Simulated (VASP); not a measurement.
# ZrN (Fm-3m) in VASP: a series of runs, part 2 of 2

VASP 6.6.1. The steps go on from the part before.

### 3 Single point, LDA (volume scaled by 1.02)

INCAR reads:

```
PREC = Accurate ; ENCUT = 600
EDIFF = 1E-6 ; ISMEAR = -1
SIGMA = 0.03 ; LREAL = False
LASPH = True ; NELM = 120
ALGO = Normal ; ISIF = 2
LWAVE = False ; LCHARG = True
GGA = CA ; LELF = True
LVHAR = True ; NBANDS = 16
GGA_COMPAT = False
```

KPOINTS reads:

```
regular mesh
0
Gamma
  9 9 9
```

POSCAR reads:

```
ZrN
1.0
    0.0000000000      2.2993577919      2.2993577919
    2.2993577919      0.0000000000      2.2993577919
    2.2993577919      2.2993577919      0.0000000000
Zr N
1 1
Direct
    0.0000000000      0.0000000000      0.0000000000
    0.5000000000      0.5000000000      0.5000000000
```

Potentials or basis: VASP PAW LDA potentials, release 64 (Zr_sv, N).

The run is started by

```
$ cat potpaw_LDA.64/Zr_sv/POTCAR potpaw_LDA.64/N/POTCAR > POTCAR
$ mpirun -np 1 vasp_std > vasp.out
```

OUTCAR:

```text
PREC = Accurate
   ENCUT = 600
   EDIFF = 1E-6
   ISMEAR = -1
   LREAL = False
   LASPH = True
   NELM = 120
   ISIF = 2
   GGA = CA

 ion  position               nearest neighbor table
   1  0.000  0.000  0.000-   2 2.30   2 2.30   2 2.30   2 2.30   2 2.30   2 2.30
   2  0.500  0.500  0.500-   1 2.30   1 2.30   1 2.30   1 2.30   1 2.30   1 2.30

  LATTYP: Found a face centered cubic cell.
 ALAT       =     4.5987155838

  Lattice vectors:

 A1 = (   0.0000000000,   2.2993577919,   2.2993577919)
 A2 = (   2.2993577919,   0.0000000000,   2.2993577919)
 A3 = (   2.2993577919,   2.2993577919,   0.0000000000)

Analysis of symmetry for initial positions (statically):
=====================================================================
 Subroutine PRICEL returns:
 Original cell was already a primitive cell.

 Routine SETGRP: Setting up the symmetry group for a
 face centered cubic supercell.

 Subroutine GETGRP returns: Found 48 space group operations
 (whereof 48 operations were pure point group operations)
 out of a pool of 48 trial point group operations.

The static configuration has the point symmetry O_h .

Analysis of symmetry for dynamics (positions and initial velocities):
=====================================================================
 Subroutine PRICEL returns:
 Original cell was already a primitive cell.

 Routine SETGRP: Setting up the symmetry group for a
 face centered cubic supercell.

 Subroutine GETGRP returns: Found 48 space group operations
 (whereof 48 operations were pure point group operations)
 out of a pool of 48 trial point group operations.

The dynamic configuration has the point symmetry O_h .

 Subroutine INISYM returns: Found 48 space group operations
 (whereof 48 operations are pure point group operations),
 and found     1 'primitive' translations

----------------------------------------------------------------------------------------

                                     Primitive cell

  volume of cell :      24.3136

  direct lattice vectors                    reciprocal lattice vectors
     0.000000000  2.299357792  2.299357792    -0.217452021  0.217452021  0.217452021
     2.299357792  0.000000000  2.299357792     0.217452021 -0.217452021  0.217452021
     2.299357792  2.299357792  0.000000000     0.217452021  0.217452021 -0.217452021

  length of vectors
     3.251782974  3.251782974  3.251782974     0.376637949  0.376637949  0.376637949

  position of ions in fractional coordinates (direct lattice)
     0.000000000  0.000000000  0.000000000
     0.500000000  0.500000000  0.500000000

  ion indices of the primitive-cell ions
   primitive index   ion index
                 1           1
                 2           2

----------------------------------------------------------------------------------------

 KPOINTS: regular mesh

Automatic generation of k-mesh.
 Grid dimensions read from file:
 generate k-points for:    9    9    9

 Generating k-lattice:

  Cartesian coordinates                     Fractional coordinates (reciprocal lattice)
    -0.024161336  0.024161336  0.024161336     0.111111111  0.000000000  0.000000000
     0.024161336 -0.024161336  0.024161336     0.000000000  0.111111111  0.000000000
     0.024161336  0.024161336 -0.024161336     0.000000000  0.000000000  0.111111111

  Length of vectors
     0.041848661  0.041848661  0.041848661

  Shift w.r.t. Gamma in fractional coordinates (k-lattice)
     0.000000000  0.000000000  0.000000000

 Subroutine IBZKPT returns following result:
 ===========================================

 Found     35 irreducible k-points:

 Following reciprocal coordinates:
            Coordinates               Weight
  0.000000  0.000000  0.000000      1.000000
  0.111111  0.000000  0.000000      8.000000
  0.222222  0.000000  0.000000      8.000000
  0.333333  0.000000  0.000000      8.000000
  0.444444  0.000000  0.000000      8.000000
  0.111111  0.111111  0.000000      6.000000
[... 16 lines left out ...]
 -0.333333  0.333333  0.000000     12.000000
  0.444444  0.444444  0.000000      6.000000
 [... further k-points ...]
   k-points           NKPTS =     35   k-points in BZ     NKDIM =     35   number of bands    NBANDS=     16
   number of dos      NEDOS =    301   number of ions     NIONS =      2
   total plane-waves  NPLWV =  21952
   dimension x,y,z NGX =    28 NGY =   28 NGZ =   28
   dimension x,y,z NGXF=    56 NGYF=   56 NGZF=   56
   ions per type =               1   1
   NGX,Y,Z   is equivalent  to a cutoff of  14.31, 14.31, 14.31 a.u.
   NGXF,Y,Z  is equivalent  to a cutoff of  28.63, 28.63, 28.63 a.u.
 SYSTEM =  unknown system
   PREC   = accura    normal or accurate (medium, high low for compatibility)
   ISTART =      0    job   : 0-new  1-cont  2-samecut
   ICHARG =      2    charge: 1-file 2-atom 10-const
   ISPIN  =      1    spin polarized calculation?
   LNONCOLLINEAR =      F non collinear calculations
   LSORBIT =      F    spin-orbit coupling
   LASPH  =      T    aspherical Exc in radial PAW
   ENCUT  =  600.0 eV  44.10 Ry    6.64 a.u.   6.49  6.49  6.49*2*pi/ulx,y,z
   NELM   =    120;   NELMIN=  2; NELMDL= -5     # of ELM steps
   EDIFF  = 0.1E-05   stopping-criterion for ELM
   LREAL  =      F    real-space projection
   EDIFFG = 0.1E-04   stopping-criterion for IOM
   NSW    =      0    number of steps for IOM
   IBRION =     -1    ionic relax: 0-MD 1-quasi-New 2-CG
   NFREE  =      0    steps in history (QN), initial steepest desc. (CG)
   ISIF   =      2    stress and relaxation
   ISYM   =      2    0-nonsym 1-usesym 2-fastsym
   POTIM  = 0.5000    time-step for ionic-motion
   TEBEG  =    0.0;   TEEND  =   0.0 temperature during run
   PSTRESS=    0.0 pullay stress
   NELECT =      17.0000    total number of electrons
   NUPDOWN=      -1.0000    fix difference up-down
   EMIN   =  10.00;   EMAX   =-10.00  energy-range for DOS
   EFERMI =   0.00;   METHOD = LEGACY
   ISMEAR =    -1;   SIGMA  =   0.03  broadening in eV -4-tet -1-fermi 0-gaus
   EFERMI_NEDOS =   21; number of points for ismear=-14 and -15
   IALGO  =     38    algorithm
   IMIX   =      4    mixing-type and parameters
     AMIX     =   0.40;   BMIX     =  1.00
     AMIX_MAG =   1.60;   BMIX_MAG =  1.00
  volume/ion in A,a.u.               =      12.16        82.04
  Fermi-wavevector in a.u.,A,eV,Ry     =   1.453030  2.745829 28.725929  2.111296
  Thomas-Fermi vector in A             =   2.570344
   LORBIT       =      0    0 simple, 1 ext, 2 COOP (PROOUT), +10 PAW based schemes
   GGA     = CA    functional components
   LHFCALC =     F    Hartree Fock is set to
   AEXX    =    0.0000 exact exchange contribution
   IVDW    =     0    specifies the selected vdW correction
   LEPSILON=     F    determine dielectric tensor
   LRPA    =     F    only Hartree local field effects (RPA)
 non-spin polarized calculation
  energy-cutoff  :      600.00
  volume of cell :       24.31
 maximum number of plane-waves:       869
 NGX is ok and might be reduce to    28
   NGX = 13   NGY = 13   NGZ = 13

 number of electron      17.0000000 magnetization

 Free energy of the ion-electron system (eV)
  ---------------------------------------------------
  ext. energy  EPLUGINS =         0.00000000
  ---------------------------------------------------
  free energy    TOTEN  =       -22.38375105 eV

  energy without entropy =      -22.37969262  energy(sigma->0) =      -22.38172183

 E-fermi :  11.5693     XC(G=0): -12.7344

 val. band max:       11.5376162656   @ k =   0.1111   0.0000   0.0000
 cond. band min:      11.5837958381   @ k =   0.4444   0.2222   0.1111
 fundamental gap:      0.0461795725
 Fermi energy:        11.5693277313

 k-point     1 :       0.0000    0.0000    0.0000
  band No.  band energies     occupation
      1     -37.6790      2.00000
      2     -15.4543      2.00000
      3     -15.4543      2.00000
      4     -15.4543      2.00000
      5      -4.3762      2.00000
      6       8.9967      2.00000
[... 8 lines left out ...]
     15      20.7942      0.00000
     16      34.0515      0.00000
[... 419 lines left out ...]
 k-point    24 :       0.4444    0.4444    0.0000
  band No.  band energies     occupation
      1     -37.4997      2.00000
      2     -16.3509      2.00000
      3     -15.7979      2.00000
      4     -15.7979      2.00000
      5      -3.7716      2.00000
      6       6.8936      2.00000
[... 8 lines left out ...]
     15      21.8785      0.00000
     16      27.0945      0.00000

 [... further k-points ...]

------------------------ aborting loop because EDIFF is reached ----------------------------------------

  FORCE on cell =-STRESS in cart. coord.  units (eV):
  Direction    XX          YY          ZZ          XY          YZ          ZX
  --------------------------------------------------------------------------------------
  -------------------------------------------------------------------------------------
  Total       -1.7964359     -1.7964359     -1.7964359      0.0000000     -0.0000000      0.0000000
  in kB     -118.3784510   -118.3784510   -118.3784510      0.0000000     -0.0000000      0.0000000
  external PRESSURE =    -118.3784510 kB  Pullay stress =       0.0000000 kB

 VOLUME and BASIS-vectors are now :
 -----------------------------------------------------------------------------
  energy-cutoff  :      600.00
  volume of cell :       24.31
      direct lattice vectors                 reciprocal lattice vectors
     0.000000000  2.299357792  2.299357792    -0.217452021  0.217452021  0.217452021
     2.299357792  0.000000000  2.299357792     0.217452021 -0.217452021  0.217452021
     2.299357792  2.299357792  0.000000000     0.217452021  0.217452021 -0.217452021

 POSITION                                       TOTAL-FORCE (eV/Angst)
 -----------------------------------------------------------------------------------
      0.00000      0.00000      0.00000        -0.000000      0.000000     -0.000000
      2.29936      2.29936      2.29936         0.000000     -0.000000      0.000000
 -----------------------------------------------------------------------------------
    total drift:                                0.000000      0.000000      0.000000

  FREE ENERGIE OF THE ION-ELECTRON SYSTEM (eV)
  ---------------------------------------------------
  free  energy   TOTEN  =       -22.3837510478 eV

  energy  without entropy=      -22.3796926190  energy(sigma->0) =      -22.38172183
```

OSZICAR:

```text
N       E                     dE             d eps       ncg     rms          rms(c)
DAV:   1     0.123897503034E+03    0.12390E+03   -0.98463E+03  1120   0.118E+03
DAV:   2    -0.208168398755E+02   -0.14471E+03   -0.13648E+03  1440   0.314E+02
DAV:   3    -0.257506098325E+02   -0.49338E+01   -0.49025E+01  1584   0.531E+01
DAV:   4    -0.258258964930E+02   -0.75287E-01   -0.75267E-01  1424   0.586E+00
DAV:   5    -0.258277191347E+02   -0.18226E-02   -0.18226E-02  1576   0.641E-01    0.216E+01
DAV:   6    -0.226277497282E+02    0.32000E+01   -0.73803E+00  1184   0.250E+01    0.827E+00
DAV:   7    -0.224298128528E+02    0.19794E+00   -0.51982E-01  1312   0.625E+00    0.684E+00
DAV:   8    -0.224012830082E+02    0.28530E-01   -0.27359E-01  1416   0.438E+00    0.365E+00
DAV:   9    -0.223851783979E+02    0.16105E-01   -0.62084E-02  1248   0.225E+00    0.138E+00
DAV:  10    -0.223837598676E+02    0.14185E-02   -0.28779E-03  1368   0.517E-01    0.668E-02
DAV:  11    -0.223837619263E+02   -0.20587E-05   -0.20787E-04  1464   0.106E-01    0.778E-02
DAV:  12    -0.223837511389E+02    0.10787E-04   -0.26200E-05  1264   0.416E-02    0.351E-03
DAV:  13    -0.223837510478E+02    0.91128E-07   -0.32791E-07   856   0.592E-03
   1 F= -.22383751E+02 E0= -.22381722E+02  d E =-.405843E-02
```

Run time: 35 s. Hardware: 1 thread of Intel Xeon 8259CL, shared host; peak memory 0.15 GiB.

Results:

```yaml
Free_energy: -22.3838 eV
Pressure: -11.8 GPa
```

Levels at points of the mesh, in eV from the Fermi level:
| k point | band 6 | band 7 | band 8 | band 9 | band 10 | band 11 | band 12 | band 13 |
| --- | --- | --- | --- | --- | --- | --- | --- | --- |
| (0.00, 0.00, 0.00) | -2.57 | -2.57 | -2.57 | -0.38 | -0.38 | -0.38 | 1.58 | 1.58 |
